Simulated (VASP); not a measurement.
# C (P6_3/mmc) in VASP: single point with HSE06

Aim: the single point of C with HSE06.

Program: VASP 6.6.1. These are calculated values, not measurements. Logs are shortened: lines on timing, memory, paths and dates and some standing lists are left out, and cuts for length are marked.

## Step 1: The cell of the first run

It takes space group P6_3/mmc (No. 194, hexagonal). The conventional cell has a = 2.474 Å, b = 2.474 Å, c = 4.119 Å, α = 90.00°, β = 90.00°, γ = 120.00°. C (site symmetry 3m) has 4 C at 1.52 to 1.54 Å within 2.0 Å.

## Step 2: Single point, HSE06

POSCAR reads:

```
C
1.0
    2.4737402487      0.0000000000      0.0000000000
   -1.2368701244      2.1423218978      0.0000000000
    0.0000000000      0.0000000000      4.1189829197
C
4
Direct
    0.3333333333      0.6666666667     -0.0000837947
    0.6666666667      0.3333333333      0.4999162053
    0.3333333333      0.6666666667      0.3740837947
    0.6666666667      0.3333333333      0.8740837947
```

INCAR.step1 reads:

```
ALGO = Normal
EDIFF = 1E-5
ENCUT = 520
GGA = PE
ISIF = 2
ISMEAR = 0
LASPH = True
LCHARG = False
LREAL = False
LWAVE = True
NBANDS = 16
NELM = 100
PREC = Accurate
SIGMA = 0.01
```

INCAR.step2 reads:

```
ALGO = Normal
EDIFF = 1E-7
ENCUT = 520
GGA = PE
HFSCREEN = 0.2079
ISIF = 2
ISMEAR = 0
ISTART = 1
LASPH = True
LCHARG = False
LHFCALC = True
LREAL = False
LWAVE = False
NBANDS = 16
NELM = 100
PREC = Accurate
PRECFOCK = Normal
SIGMA = 0.01
```

KPOINTS reads:

```
k-points
0
Gamma
  9 9 4
```

Potentials or basis: VASP PAW PBE potentials, release 64 (C).

Launch:

```bash
$ cat potpaw_PBE.64/C/POTCAR > POTCAR
$ cp INCAR.step1 INCAR
$ mpirun -np 1 vasp_std > vasp.out
$ cp INCAR.step2 INCAR
$ mpirun -np 1 vasp_std > vasp.out
```

OUTCAR:

```text
EDIFF = 1E-7
   ENCUT = 520
   GGA = PE
   HFSCREEN = 0.2079
   ISIF = 2
   ISMEAR = 0
   ISTART = 1
   LASPH = True
   LHFCALC = True
   LREAL = False
   NELM = 100
   PREC = Accurate
   PRECFOCK = Normal

 ion  position               nearest neighbor table
   1  0.333  0.667  1.000-   4 1.52   4 1.52   4 1.52   3 1.54
   2  0.667  0.333  0.500-   3 1.52   3 1.52   3 1.52   4 1.54
   3  0.333  0.667  0.374-   2 1.52   2 1.52   2 1.52   1 1.54
   4  0.667  0.333  0.874-   1 1.52   1 1.52   1 1.52   2 1.54

  LATTYP: Found a hexagonal cell.
 ALAT       =     2.4737402487
 C/A-ratio  =     1.6650830344

  Lattice vectors:

 A1 = (   2.4737402487,   0.0000000000,   0.0000000000)
 A2 = (  -1.2368701244,   2.1423218978,   0.0000000000)
 A3 = (   0.0000000000,   0.0000000000,   4.1189829197)

Analysis of symmetry for initial positions (statically):
=====================================================================
 Subroutine PRICEL returns:
 Original cell was already a primitive cell.

 Routine SETGRP: Setting up the symmetry group for a
 hexagonal supercell.

 Subroutine GETGRP returns: Found 24 space group operations
 (whereof  6 operations were pure point group operations)
 out of a pool of 24 trial point group operations.

The static configuration has the point symmetry C_3v.
 The point group associated with its full space group is D_6h.

Analysis of symmetry for dynamics (positions and initial velocities):
=====================================================================
 Subroutine PRICEL returns:
 Original cell was already a primitive cell.

 Routine SETGRP: Setting up the symmetry group for a
 hexagonal supercell.

 Subroutine GETGRP returns: Found 24 space group operations
 (whereof  6 operations were pure point group operations)
 out of a pool of 24 trial point group operations.

The dynamic configuration has the point symmetry C_3v.
 The point group associated with its full space group is D_6h.

 Subroutine INISYM returns: Found 24 space group operations
 (whereof  6 operations are pure point group operations),
 and found     1 'primitive' translations

----------------------------------------------------------------------------------------

                                     Primitive cell

[... 95 lines left out ...]
   LREAL  =      F    real-space projection
   EDIFFG = 0.1E-05   stopping-criterion for IOM
   NSW    =      0    number of steps for IOM
   IBRION =     -1    ionic relax: 0-MD 1-quasi-New 2-CG
   NFREE  =      0    steps in history (QN), initial steepest desc. (CG)
   ISIF   =      2    stress and relaxation
   ISYM   =      3    0-nonsym 1-usesym 2-fastsym
   POTIM  = 0.5000    time-step for ionic-motion
   TEBEG  =    0.0;   TEEND  =   0.0 temperature during run
   PSTRESS=    0.0 pullay stress
   NELECT =      16.0000    total number of electrons
   NUPDOWN=      -1.0000    fix difference up-down
   EMIN   =  10.00;   EMAX   =-10.00  energy-range for DOS
   EFERMI =   0.00;   METHOD = LEGACY
   ISMEAR =     0;   SIGMA  =   0.01  broadening in eV -4-tet -1-fermi 0-gaus
   EFERMI_NEDOS =   21; number of points for ismear=-14 and -15
   IALGO  =     38    algorithm
   IMIX   =      1    mixing-type and parameters
     AMIX     =   0.40;   BMIX     =  1.00
     AMIX_MAG =   1.60;   BMIX_MAG =  1.00
  volume/ion in A,a.u.               =       5.46        36.83
  Fermi-wavevector in a.u.,A,eV,Ry     =   1.476064  2.789357 29.643901  2.178765
  Thomas-Fermi vector in A             =   2.590637
   LORBIT       =      0    0 simple, 1 ext, 2 COOP (PROOUT), +10 PAW based schemes
   GGA     = PE    functional components
   LHFCALC =     T    Hartree Fock is set to
   PRECFOCK=normal    Normal, Fast or Accurate (Low or Medium for compatibility)
   ENCUT4O =  -1.0   cutoff for four orbital integrals eV
   NKREDX  =     1    reduce k-point grid by
   NKREDY  =     1    reduce k-point grid by
   NKREDZ  =     1    reduce k-point grid by
   AEXX    =    0.2500 exact exchange contribution
   HFSCREEN=    0.2079 screening length (either q_TF or 0.3 A-1)
   HFSCREENC=   0.2079 screening length for correlation (either q_TF or 0.3 A-1)
   ENCUTFOCK=  -1.0 apply spherical cutoff to Coloumb kernel
   IVDW    =     0    specifies the selected vdW correction
   LEPSILON=     F    determine dielectric tensor
   LRPA    =     F    only Hartree local field effects (RPA)
 non-spin polarized calculation
 Gauss-broadening in eV      SIGMA  =   0.01
  energy-cutoff  :      520.00
  volume of cell :       21.83
 maximum number of plane-waves:       602
  NGX = 14; NGY = 14; NGZ = 24

 number of electron      15.9999994 magnetization

 Free energy of the ion-electron system (eV)
  ---------------------------------------------------
  ext. energy  EPLUGINS =         0.00000000
  ---------------------------------------------------
  free energy    TOTEN  =       -41.97705279 eV

  energy without entropy =      -41.97705279  energy(sigma->0) =      -41.97705279

 E-fermi :  10.1297     XC(G=0): -10.9656

 val. band max:       10.0114274746   @ k =   0.0000   0.0000   0.0000
 cond. band min:      14.2173075581   @ k =   0.3333   0.3333   0.0000
 fundamental gap:      4.2058800835
 Fermi energy:        10.1297252957

 k-point     1 :       0.0000    0.0000    0.0000
  band No.  band energies     occupation
      1     -14.4381      2.00000
      2      -8.2166      2.00000
      3      -5.4396      2.00000
      4       6.5228      2.00000
      5       6.5228      2.00000
      6       9.4561      2.00000
[... 433 lines left out ...]
      3      -2.5751      2.00000
      4      -2.5751      2.00000
      5      -2.0626      2.00000
      6       1.0497      2.00000
[... 8 lines left out ...]
     15      28.2945      0.00000
     16      28.2945      0.00000

 [... further k-points ...]
[... 5 lines left out ...]
  --------------------------------------------------------------------------------------
  -------------------------------------------------------------------------------------
  Total        1.7181135      1.7181135      1.6380744     -0.0000000      0.0000000     -0.0000000
  in kB      126.1053833    126.1053833    120.2307046     -0.0000000      0.0000000     -0.0000000
  external PRESSURE =     124.1471571 kB  Pullay stress =       0.0000000 kB

 VOLUME and BASIS-vectors are now :
 -----------------------------------------------------------------------------
  energy-cutoff  :      520.00
  volume of cell :       21.83
      direct lattice vectors                 reciprocal lattice vectors
     2.473740249  0.000000000  0.000000000     0.404246161  0.233391630  0.000000000
    -1.236870124  2.142321898  0.000000000     0.000000000  0.466783260  0.000000000
     0.000000000  0.000000000  4.118982920     0.000000000  0.000000000  0.242778380

 POSITION                                       TOTAL-FORCE (eV/Angst)
 -----------------------------------------------------------------------------------
     -0.00000      1.42821      4.11864         0.000000      0.000000     -0.021179
      1.23687      0.71411      2.05915        -0.000000     -0.000000     -0.021179
     -0.00000      1.42821      1.54084         0.000000     -0.000000      0.021179
      1.23687      0.71411      3.60034        -0.000000     -0.000000      0.021179
 -----------------------------------------------------------------------------------
    total drift:                                0.000000      0.000000     -0.000007

  FREE ENERGIE OF THE ION-ELECTRON SYSTEM (eV)
  ---------------------------------------------------
  free  energy   TOTEN  =       -41.9770527931 eV

  energy  without entropy=      -41.9770527931  energy(sigma->0) =      -41.97705279
```

OUTCAR.step1:

```text
EDIFF = 1E-5
   ENCUT = 520
   GGA = PE
   ISIF = 2
[... 688 lines left out ...]
     -0.00000      1.42821      4.11864        -0.000000     -0.000000      0.001238
      1.23687      0.71411      2.05915         0.000000      0.000000      0.001238
     -0.00000      1.42821      1.54084         0.000000     -0.000000     -0.001238
      1.23687      0.71411      3.60034         0.000000      0.000000     -0.001238
 -----------------------------------------------------------------------------------
    total drift:                               -0.000000      0.000000     -0.000002

  FREE ENERGIE OF THE ION-ELECTRON SYSTEM (eV)
  ---------------------------------------------------
  free  energy   TOTEN  =       -36.2021823736 eV

  energy  without entropy=      -36.2021823736  energy(sigma->0) =      -36.20218237
```

OSZICAR.step1:

```text
N       E                     dE             d eps       ncg     rms          rms(c)
DAV:   1     0.178155825166E+02    0.17816E+02   -0.83685E+03  1160   0.978E+02
DAV:   2    -0.360149093452E+02   -0.53830E+02   -0.50555E+02  1624   0.185E+02
DAV:   3    -0.376426385282E+02   -0.16277E+01   -0.16251E+01  1400   0.272E+01
DAV:   4    -0.376480136030E+02   -0.53751E-02   -0.53748E-02  1448   0.197E+00
DAV:   5    -0.376480424914E+02   -0.28888E-04   -0.28888E-04  1392   0.121E-01    0.825E+00
DAV:   6    -0.365650936279E+02    0.10829E+01   -0.65209E-01  1312   0.518E+00    0.494E+00
DAV:   7    -0.361991588930E+02    0.36593E+00   -0.75063E-01  1448   0.576E+00    0.113E+00
DAV:   8    -0.362020570108E+02   -0.28981E-02   -0.14960E-02  1296   0.816E-01    0.625E-02
DAV:   9    -0.362021421958E+02   -0.85185E-04   -0.16473E-04  1520   0.975E-02    0.303E-02
DAV:  10    -0.362021824014E+02   -0.40206E-04   -0.32662E-05  1328   0.473E-02    0.811E-03
DAV:  11    -0.362021823736E+02    0.27818E-07   -0.46497E-07   776   0.574E-03
   1 F= -.36202182E+02 E0= -.36202182E+02  d E =-.419716E-17
```

Wall time 38 min (1 thread of Oxide Virtual Turin-like, shared host); peak memory 0.21 GiB.

Results:

```yaml
Free_energy: -41.9771 eV
Pressure: 12.4 GPa
Largest_force: 0.021 eV/Å
Band_gap_on_the_k_mesh: 4.21 eV (least direct gap 6.37 eV)
```

Forces in eV/Å, atoms in the order of the input:
```
C    0.000  0.000 -0.021
C    0.000  0.000 -0.021
C    0.000  0.000  0.021
C    0.000  0.000  0.021
```

Caveat: the cell stands under pressure; the PAW data sets were made with another functional, which shifts forces and pressure a little. A k mesh can miss the band edges.
